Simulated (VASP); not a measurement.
Write the native input for VASP 6.6.1 that does the following.

```
Task                   : single point
Functional             : PBE
Potentials or basis    : VASP PAW PBE potentials, release 64 (Si, O)
Cutoff                 : 520 eV
k mesh                 : 5 × 5 × 4
Occupations            : fermi-dirac, width 0.05 eV
Spin                   : no spin polarisation
Dipole correction      : no
Further INCAR settings : LREAL = Auto; ALGO = Normal; EDIFF = 1e-06; NBANDS = 120
```

The structure of SiO2 lies in POSCAR:

```
SiO2
1.0
    7.4640000000      0.0000000000      0.0000000000
    0.0000000000      7.4640000000      0.0000000000
    0.0000000000      0.0000000000      8.6200000000
Si O
12 24
Direct
    0.4301243326      0.4301243326      0.0000000000
    0.0698756674      0.9301243326      0.2500000000
    0.5698756674      0.5698756674      0.5000000000
    0.9301243326      0.0698756674      0.7500000000
    0.3740698031      0.1521827862      0.2343962426
    0.3478172138      0.8740698031      0.4843962426
    0.6259301969      0.8478172138      0.7343962426
    0.6521827862      0.1259301969      0.9843962426
    0.8740698031      0.3478172138      0.5156037574
    0.8478172138      0.6259301969      0.2656037574
    0.1259301969      0.6521827862      0.0156037574
    0.1521827862      0.3740698031      0.7656037574
    0.3704316603      0.3589065311      0.1746182848
    0.1410934689      0.8704316603      0.4246182848
    0.6295683397      0.6410934689      0.6746182848
    0.8589065311      0.1295683397      0.9246182848
    0.8704316603      0.1410934689      0.5753817152
    0.6410934689      0.6295683397      0.3253817152
    0.1295683397      0.8589065311      0.0753817152
    0.3589065311      0.3704316603      0.8253817152
    0.1510761199      0.1301741697      0.2263200713
    0.3698258303      0.6510761199      0.4763200713
    0.8489238801      0.8698258303      0.7263200713
    0.6301741697      0.3489238801     -0.0236799287
    0.6510761199      0.3698258303      0.5236799287
    0.8698258303      0.8489238801      0.2736799287
    0.3489238801      0.6301741697      1.0236799287
    0.1301741697      0.1510761199      0.7736799287
    0.4246762443      0.0537796003      0.3962288868
    0.4462203997      0.9246762443      0.6462288868
    0.5753237557      0.9462203997      0.8962288868
    0.5537796003      0.0753237557      0.1462288868
    0.9246762443      0.4462203997      0.3537711132
    0.9462203997      0.5753237557      0.1037711132
    0.0753237557      0.5537796003      0.8537711132
    0.0537796003      0.4246762443      0.6037711132
```

These files were run (other wordings do the same):

INCAR

```
SYSTEM = SiO2
ALGO = Normal
EDIFF = 1E-6
ENCUT = 520
GGA = PE
ISIF = 2
ISMEAR = -1
KPAR = 4
LASPH = .TRUE.
LCHARG = .TRUE.
LREAL = Auto
LVHAR = .TRUE.
LWAVE = .FALSE.
NBANDS = 120
NELM = 60
PREC = Accurate
SIGMA = 0.05
```

KPOINTS

```
k-points
0
G
  5 5 4
  0 0 0
```

Potentials or basis: VASP PAW PBE potentials, release 64 (Si, O).

The run is started by

```sh
$ cat potpaw_PBE.64/Si/POTCAR potpaw_PBE.64/O/POTCAR > POTCAR
$ mpirun -np 4 vasp_std > vasp.out
```

Results of the run:

The pressure is 6.9 GPa, the largest force is 0.038 eV/Å and the band gap on the k mesh is 4.30 eV (least direct gap 4.32 eV).

Caveat: the cell stands under pressure.

It took 6.2 min on 4 MPI ranks on Intel(R) Xeon(R) Platinum 8259CL CPU @ 2.50GHz (Skylake/Cascade Lake), on a shared host, peak memory 0.86 GiB a rank.
